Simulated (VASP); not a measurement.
# C (Fd-3m) in VASP: a series of runs

Runs on C. Level: PBE. Tasks: single point.

Program: VASP 6.6.1. These are calculated values, not measurements. Logs are shortened: lines on timing, memory, paths and dates and some standing lists are left out, and cuts for length are marked.

**1. The cell of the first run**

It takes space group Fd-3m (No. 227, cubic). The conventional cell has a = 3.245 Å, b = 3.245 Å, c = 3.245 Å, α = 90.00°, β = 90.00°, γ = 90.00°. Within 1.9 Å of C (site symmetry -43m) lie 4 C at 1.41 Å.

**2. Single point, PBE (volume scaled by 0.75)**

INCAR reads:

```
SYSTEM = C
PREC = Accurate
ENCUT = 520
EDIFF = 1E-6
ISMEAR = -1
SIGMA = 0.1
LREAL = .False.
LASPH = .True.
NELM = 80
ALGO = Normal
ISIF = 2
LWAVE = .False.
LCHARG = .False.
GGA = PE
NBANDS = 11
```

KPOINTS reads:

```
Automatic mesh
0
Gamma
  18 18 18
  0 0 0
```

POSCAR reads:

```
C
1.0
    0.0000000000      1.6225208458      1.6225208458
    1.6225208458      0.0000000000      1.6225208458
    1.6225208458      1.6225208458      0.0000000000
C
2
Direct
   -0.1250000000     -0.1250000000     -0.1250000000
    0.1250000000      0.1250000000      0.1250000000
```

Potentials or basis: VASP PAW PBE potentials, release 64 (C).

Started as:

```console
$ cat potpaw_PBE.64/C/POTCAR > POTCAR
$ mpirun -np 1 vasp_std > vasp.out
```

OUTCAR:

```text
SYSTEM = C
   PREC = Accurate
   ENCUT = 520
   EDIFF = 1E-6
   ISMEAR = -1
   LREAL = .False.
   LASPH = .True.
   NELM = 80
   ISIF = 2
   GGA = PE

 ion  position               nearest neighbor table
   1  0.875  0.875  0.875-   2 1.41   2 1.41   2 1.41   2 1.41
   2  0.125  0.125  0.125-   1 1.41   1 1.41   1 1.41   1 1.41

  LATTYP: Found a face centered cubic cell.
 ALAT       =     3.2450416916

  Lattice vectors:

 A1 = (   0.0000000000,   1.6225208458,   1.6225208458)
 A2 = (   1.6225208458,   0.0000000000,   1.6225208458)
 A3 = (   1.6225208458,   1.6225208458,   0.0000000000)

Analysis of symmetry for initial positions (statically):
=====================================================================
 Subroutine PRICEL returns:
 Original cell was already a primitive cell.

 Routine SETGRP: Setting up the symmetry group for a
 face centered cubic supercell.

 Subroutine GETGRP returns: Found 48 space group operations
 (whereof 12 operations were pure point group operations)
 out of a pool of 48 trial point group operations.

The static configuration has the point symmetry D_3d.
 The point group associated with its full space group is O_h .

Analysis of symmetry for dynamics (positions and initial velocities):
=====================================================================
 Subroutine PRICEL returns:
 Original cell was already a primitive cell.

 Routine SETGRP: Setting up the symmetry group for a
 face centered cubic supercell.

 Subroutine GETGRP returns: Found 48 space group operations
 (whereof 12 operations were pure point group operations)
 out of a pool of 48 trial point group operations.

The dynamic configuration has the point symmetry D_3d.
 The point group associated with its full space group is O_h .

 Subroutine INISYM returns: Found 48 space group operations
 (whereof 12 operations are pure point group operations),
 and found     1 'primitive' translations

----------------------------------------------------------------------------------------

                                     Primitive cell

  volume of cell :       8.5428

  direct lattice vectors                    reciprocal lattice vectors
     0.000000000  1.622520846  1.622520846    -0.308162451  0.308162451  0.308162451
     1.622520846  0.000000000  1.622520846     0.308162451 -0.308162451  0.308162451
     1.622520846  1.622520846  0.000000000     0.308162451  0.308162451 -0.308162451

  length of vectors
     2.294590985  2.294590985  2.294590985     0.533753021  0.533753021  0.533753021

  position of ions in fractional coordinates (direct lattice)
     0.875000000  0.875000000  0.875000000
     0.125000000  0.125000000  0.125000000

  ion indices of the primitive-cell ions
   primitive index   ion index
                 1           1
                 2           2

----------------------------------------------------------------------------------------

 KPOINTS: Automatic mesh

Automatic generation of k-mesh.
 Grid dimensions read from file:
 generate k-points for:   18   18   18

 Generating k-lattice:

  Cartesian coordinates                     Fractional coordinates (reciprocal lattice)
    -0.017120136  0.017120136  0.017120136     0.055555556  0.000000000  0.000000000
     0.017120136 -0.017120136  0.017120136     0.000000000  0.055555556  0.000000000
     0.017120136  0.017120136 -0.017120136     0.000000000  0.000000000  0.055555556

  Length of vectors
     0.029652946  0.029652946  0.029652946

  Shift w.r.t. Gamma in fractional coordinates (k-lattice)
     0.000000000  0.000000000  0.000000000

 Subroutine IBZKPT returns following result:
 ===========================================

 Found    195 irreducible k-points:

 Following reciprocal coordinates:
            Coordinates               Weight
  0.000000  0.000000  0.000000      1.000000
  0.055556  0.000000  0.000000      8.000000
  0.111111  0.000000  0.000000      8.000000
  0.166667  0.000000  0.000000      8.000000
  0.222222  0.000000  0.000000      8.000000
  0.277778  0.000000  0.000000      8.000000
[... 16 lines left out ...]
 -0.277778  0.055556  0.000000     24.000000
 -0.222222  0.055556  0.000000     24.000000
 [... further k-points ...]
   k-points           NKPTS =    195   k-points in BZ     NKDIM =    195   number of bands    NBANDS=     11
   number of dos      NEDOS =    301   number of ions     NIONS =      2
   total plane-waves  NPLWV =   5832
   dimension x,y,z NGX =    18 NGY =   18 NGZ =   18
   dimension x,y,z NGXF=    36 NGYF=   36 NGZF=   36
   ions per type =               2
   NGX,Y,Z   is equivalent  to a cutoff of  13.04, 13.04, 13.04 a.u.
   NGXF,Y,Z  is equivalent  to a cutoff of  26.08, 26.08, 26.08 a.u.
 SYSTEM =  C
   PREC   = accura    normal or accurate (medium, high low for compatibility)
   ISTART =      0    job   : 0-new  1-cont  2-samecut
   ICHARG =      2    charge: 1-file 2-atom 10-const
   ISPIN  =      1    spin polarized calculation?
   LNONCOLLINEAR =      F non collinear calculations
   LSORBIT =      F    spin-orbit coupling
   LASPH  =      T    aspherical Exc in radial PAW
   ENCUT  =  520.0 eV  38.22 Ry    6.18 a.u.   4.27  4.27  4.27*2*pi/ulx,y,z
   NELM   =     80;   NELMIN=  2; NELMDL= -5     # of ELM steps
   EDIFF  = 0.1E-05   stopping-criterion for ELM
   LREAL  =      F    real-space projection
   EDIFFG = 0.1E-04   stopping-criterion for IOM
   NSW    =      0    number of steps for IOM
   IBRION =     -1    ionic relax: 0-MD 1-quasi-New 2-CG
   NFREE  =      0    steps in history (QN), initial steepest desc. (CG)
   ISIF   =      2    stress and relaxation
   ISYM   =      2    0-nonsym 1-usesym 2-fastsym
   POTIM  = 0.5000    time-step for ionic-motion
   TEBEG  =    0.0;   TEEND  =   0.0 temperature during run
   PSTRESS=    0.0 pullay stress
   NELECT =       8.0000    total number of electrons
   NUPDOWN=      -1.0000    fix difference up-down
   EMIN   =  10.00;   EMAX   =-10.00  energy-range for DOS
   EFERMI =   0.00;   METHOD = LEGACY
   ISMEAR =    -1;   SIGMA  =   0.10  broadening in eV -4-tet -1-fermi 0-gaus
   EFERMI_NEDOS =   21; number of points for ismear=-14 and -15
   IALGO  =     38    algorithm
   IMIX   =      4    mixing-type and parameters
     AMIX     =   0.40;   BMIX     =  1.00
     AMIX_MAG =   1.60;   BMIX_MAG =  1.00
  volume/ion in A,a.u.               =       4.27        28.82
  Fermi-wavevector in a.u.,A,eV,Ry     =   1.601663  3.026705 34.903368  2.565325
  Thomas-Fermi vector in A             =   2.698606
   LORBIT       =      0    0 simple, 1 ext, 2 COOP (PROOUT), +10 PAW based schemes
   GGA     = PE    functional components
   LHFCALC =     F    Hartree Fock is set to
   AEXX    =    0.0000 exact exchange contribution
   IVDW    =     0    specifies the selected vdW correction
   LEPSILON=     F    determine dielectric tensor
   LRPA    =     F    only Hartree local field effects (RPA)
 non-spin polarized calculation
  energy-cutoff  :      520.00
  volume of cell :        8.54
 maximum number of plane-waves:       259
 NGX is ok and might be reduce to    18
   NGX =  9   NGY =  9   NGZ =  9

 number of electron       7.9999999 magnetization

 Free energy of the ion-electron system (eV)
  ---------------------------------------------------
  ext. energy  EPLUGINS =         0.00000000
  ---------------------------------------------------
  free energy    TOTEN  =       -16.66834650 eV

  energy without entropy =      -16.66834650  energy(sigma->0) =      -16.66834650

 E-fermi :  16.2199     XC(G=0): -14.7232

 val. band max:       14.2906088303   @ k =   0.0000   0.0000   0.0000
 cond. band min:      19.0976560693   @ k =   0.3889   0.3889   0.0000
 fundamental gap:      4.8070472390
 Fermi energy:        16.2198515829

 k-point     1 :       0.0000    0.0000    0.0000
  band No.  band energies     occupation
      1     -11.3940      2.00000
      2      14.2906      2.00000
      3      14.2906      2.00000
      4      14.2906      2.00000
      5      20.6680      0.00000
      6      20.6680      0.00000
      7      20.6680      0.00000
      8      34.6575      0.00000
      9      37.6940      0.00000
     10      44.2115      0.00000
     11      44.2115      0.00000

 k-point     2 :       0.0556    0.0000    0.0000
  band No.  band energies     occupation
      1     -11.2912      2.00000
      2      13.5288      2.00000
      3      14.0820      2.00000
      4      14.0820      2.00000
      5      20.9396      0.00000
      6      20.9396      0.00000
      7      21.2247      0.00000
      8      34.5786      0.00000
      9      37.8532      0.00000
     10      42.4221      0.00000
     11      42.4221      0.00000

 k-point     3 :       0.1111    0.0000    0.0000
  band No.  band energies     occupation
      1     -10.9831      2.00000
      2      11.7680      2.00000
      3      13.5637      2.00000
      4      13.5637      2.00000
      5      21.6206      0.00000
      6      21.6206      0.00000
      7      22.3897      0.00000
      8      34.3605      0.00000
      9      38.2667      0.00000
     10      40.6888      0.00000
     11      40.6888      0.00000

 k-point     4 :       0.1667    0.0000    0.0000
  band No.  band energies     occupation
      1     -10.4709      2.00000
      2       9.6107      2.00000
      3      12.9226      2.00000
      4      12.9226      2.00000
      5      22.4472      0.00000
      6      22.4472      0.00000
      7      23.6139      0.00000
      8      34.0418      0.00000
      9      38.7838      0.00000
     10      39.5367      0.00000
     11      39.5367      0.00000
[... 239 lines left out ...]
 k-point    22 :      -0.3333    0.0556    0.0000
  band No.  band energies     occupation
      1      -7.2329      2.00000
      2       2.1478      2.00000
      3      10.3579      2.00000
      4      11.3863      2.00000
      5      23.8104      0.00000
      6      24.2981      0.00000
      7      26.7708      0.00000
      8      32.7726      0.00000
      9      39.5599      0.00000
     10      39.8976      0.00000
     11      43.0677      0.00000

 k-point    23 :      -0.2778    0.0556    0.0000
  band No.  band energies     occupation
      1      -8.4043      2.00000
      2       4.3370      2.00000
      3      10.6533      2.00000
      4      11.9260      2.00000
      5      23.4833      0.00000
      6      24.3443      0.00000
      7      26.0802      0.00000
      8      32.8888      0.00000
      9      38.2638      0.00000
     10      39.6394      0.00000
     11      41.9162      0.00000

 k-point    24 :      -0.2222    0.0556    0.0000
  band No.  band energies     occupation
      1      -9.3834      2.00000
      2       6.6014      2.00000
      3      11.0902      2.00000
      4      12.5424      2.00000
      5      22.9438      0.00000
      6      24.0970      0.00000
      7      25.2190      0.00000
      8      33.1191      0.00000
      9      37.6904      0.00000
     10      39.3868      0.00000
     11      41.2152      0.00000

 [... further k-points ...]
[... 5 lines left out ...]
  --------------------------------------------------------------------------------------
  -------------------------------------------------------------------------------------
  Total       11.2559046     11.2559046     11.2559046     -0.0000000      0.0000000      0.0000000
  in kB     2111.0092359   2111.0092359   2111.0092359     -0.0000000      0.0000000      0.0000000
  external PRESSURE =    2111.0092359 kB  Pullay stress =       0.0000000 kB

 VOLUME and BASIS-vectors are now :
 -----------------------------------------------------------------------------
  energy-cutoff  :      520.00
  volume of cell :        8.54
      direct lattice vectors                 reciprocal lattice vectors
     0.000000000  1.622520846  1.622520846    -0.308162451  0.308162451  0.308162451
     1.622520846  0.000000000  1.622520846     0.308162451 -0.308162451  0.308162451
     1.622520846  1.622520846  0.000000000     0.308162451  0.308162451 -0.308162451

 POSITION                                       TOTAL-FORCE (eV/Angst)
 -----------------------------------------------------------------------------------
      2.83941      2.83941      2.83941        -0.000000     -0.000000     -0.000000
      0.40563      0.40563      0.40563         0.000000      0.000000      0.000000
 -----------------------------------------------------------------------------------
    total drift:                                0.000000      0.000000      0.000000

  FREE ENERGIE OF THE ION-ELECTRON SYSTEM (eV)
  ---------------------------------------------------
  free  energy   TOTEN  =       -16.6683464969 eV

  energy  without entropy=      -16.6683464969  energy(sigma->0) =      -16.66834650
```

Run time: 15 s. Hardware: 1 thread of AMD EPYC 7R13 (Zen 3), shared host; peak memory 0.09 GiB.

What came out:

```
Free energy            : -16.6683 eV
Pressure               : 211.1 GPa
Band gap on the k mesh : 4.81 eV, indirect (least direct gap 6.38 eV)
```

Levels at points of the mesh, in eV from the valence-band top:
```csv
k point,band 1,band 2,band 3,band 4,band 5,band 6,band 7,band 8
"(0.00, 0.00, 0.00)",-25.68,0.00,0.00,0.00,6.38,6.38,6.38,20.37
"(0.50, 0.00, 0.00)",-18.07,-16.95,-3.62,-3.62,9.62,9.62,13.04,18.15
"(0.50, 0.50, 0.00)",-15.05,-15.05,-8.22,-8.22,5.33,5.33,21.59,21.59
```

 A k mesh can miss the band edges.

**3. Single point, PBE (volume scaled by 0.85)**

INCAR reads:

```
SYSTEM = C
PREC     = Accurate       ! precision mode
ENCUT    = 520            ! plane-wave cutoff, eV
EDIFF    = 1E-6           ! SCF threshold, eV
ISMEAR   = -1             ! smearing method
SIGMA    = 0.1            ! smearing width, eV
LREAL    = .False.        ! projectors in reciprocal space
LASPH    = .True.         ! aspherical terms in the spheres
NELM     = 60             ! most SCF steps
ALGO     = Normal         ! electronic algorithm
ISIF     = 2              ! what is computed and relaxed
LWAVE    = .False.        ! write WAVECAR
LCHARG   = .False.        ! write CHGCAR
GGA      = PE             ! functional
NBANDS   = 11             ! bands
```

KPOINTS is that of step 2.

POSCAR reads:

```
C
1.0
    0.0000000000      1.6916460773      1.6916460773
    1.6916460773      0.0000000000      1.6916460773
    1.6916460773      1.6916460773      0.0000000000
C
2
Direct
   -0.1250000000     -0.1250000000     -0.1250000000
    0.1250000000      0.1250000000      0.1250000000
```

Potentials or basis: VASP PAW PBE potentials, release 64 (C).

Started as:

```console
$ cat potpaw_PBE.64/C/POTCAR > POTCAR
$ mpirun -np 1 vasp_std > vasp.out
```

Wall time 21 s (1 thread of AMD EPYC 7R13 (Zen 3), shared host); peak memory 0.09 GiB.

It converged, with:

```yaml
Free_energy: -17.7278 eV
Pressure: 96.0 GPa
Band_gap_on_the_k_mesh: 4.50 eV, indirect (least direct gap 6.03 eV)
```

Levels at points of the mesh, in eV from the valence-band top:
```tsv
k point	band 1	band 2	band 3	band 4	band 5	band 6	band 7	band 8	band 9
(0.00, 0.00, 0.00)	-23.73	0.00	0.00	0.00	6.03	6.03	6.03	17.14	21.46
(0.50, 0.00, 0.00)	-16.98	-15.26	-3.23	-3.23	9.12	9.12	11.11	17.11	24.37
(0.50, 0.50, 0.00)	-13.97	-13.97	-7.32	-7.32	5.08	5.08	19.37	19.37	26.42
```

 A k mesh can miss the band edges.
